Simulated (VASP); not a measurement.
Here is a VASP 6.6.1 calculation.

INCAR

```
SYSTEM = Al
PREC = Accurate
ENCUT = 520
EDIFF = 1E-6
ISMEAR = 0
SIGMA = 0.1
LREAL = .FALSE.
LASPH = .TRUE.
NELM = 80
ALGO = Normal
ISIF = 2
LWAVE = .FALSE.
LCHARG = .FALSE.
GGA = PE
IVDW = 12
NBANDS = 8
```

KPOINTS

```
regular mesh
0
G
  18 18 18
  0 0 0
```

File POSCAR:

```
Al
1.0
    0.0000000000      1.9911209542      1.9911209542
    1.9911209542      0.0000000000      1.9911209542
    1.9911209542      1.9911209542      0.0000000000
Al
1
Direct
    0.0000000000      0.0000000000      0.0000000000
```

Potentials or basis: VASP PAW PBE potentials, release 64 (Al).

The run is started by

```sh
$ cat potpaw_PBE.64/Al/POTCAR > POTCAR
$ mpirun -np 1 vasp_std > vasp.out
```

(1) Estimate the dispersion energy per atom.

(2) Predict the pressure.

Results:

(1) -0.352 eV.

(2) 0.0 GPa.

Caveat: pairwise dispersion overbinds metals, which lowers pressure and volume.
